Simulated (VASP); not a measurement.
## LiIn4: single point with PBE

LiIn4:

```xyz
5
Lattice="3.3886 0.0000 0.0000 -1.6943 2.9346 0.0000 0.0000 0.0000 12.7393" Properties=species:S:1:pos:R:3 pbc="T T T"
Li    0.0000    0.0000    6.3697
In    0.0000    1.9564   11.3992
In    1.6943    0.9782    1.3401
In    0.0000    1.9564    4.0757
In    1.6943    0.9782    8.6636
```

The cell was built from a structure type or drawn by symmetry, and may not be a known phase.

```
Program                : VASP 6.6.1
Task                   : single point
Functional             : PBE
Potentials or basis    : VASP PAW PBE potentials, release 64 (Li_sv, In_d)
Cutoff                 : 520 eV
k mesh                 : 6 × 6 × 2
Occupations            : gaussian, width 0.1 eV
Spin                   : no spin polarisation
Dipole correction      : no
Further INCAR settings : ALGO = Normal; EDIFF = 1e-06; NBANDS = 36
```

| Quantity | Value |
| --- | --- |
| Largest force | 0.008 eV/Å |
| Band gap on the k mesh | zero (an odd number of electrons rules out a gap without spin polarisation) |

Forces in eV/Å, atoms in the order of the input:
```
Li   0.000  0.000  0.000
In   0.000  0.000 -0.008
In   0.000  0.000  0.008
In   0.000  0.000 -0.008
In   0.000  0.000  0.008
```

Levels at points of the mesh, in eV from the Fermi level:
| k point | band 24 | band 25 | band 26 | band 27 | band 28 | band 29 | band 30 | band 31 |
| --- | --- | --- | --- | --- | --- | --- | --- | --- |
| (0.00, 0.00, 0.00) | -7.27 | -5.31 | -3.24 | 0.17 | 1.37 | 7.07 | 7.56 | 8.11 |
| (0.50, 0.00, 0.00) | -3.82 | -3.43 | -2.70 | -2.06 | -0.80 | -0.43 | 0.30 | 2.45 |
| (0.00, 0.00, 0.50) | -7.02 | -5.70 | -2.39 | -1.31 | 3.33 | 4.45 | 8.10 | 8.10 |
| (0.50, 0.00, 0.50) | -3.83 | -3.32 | -2.38 | -1.95 | -1.58 | -0.61 | 1.82 | 1.92 |

Run time: 67 s on 1 thread of Intel(R) Xeon(R) Platinum 8488C (Sapphire Rapids), on a shared host, peak memory 0.27 GiB.

Caveat: spin-orbit coupling is left out, which moves the levels of the heavy elements.
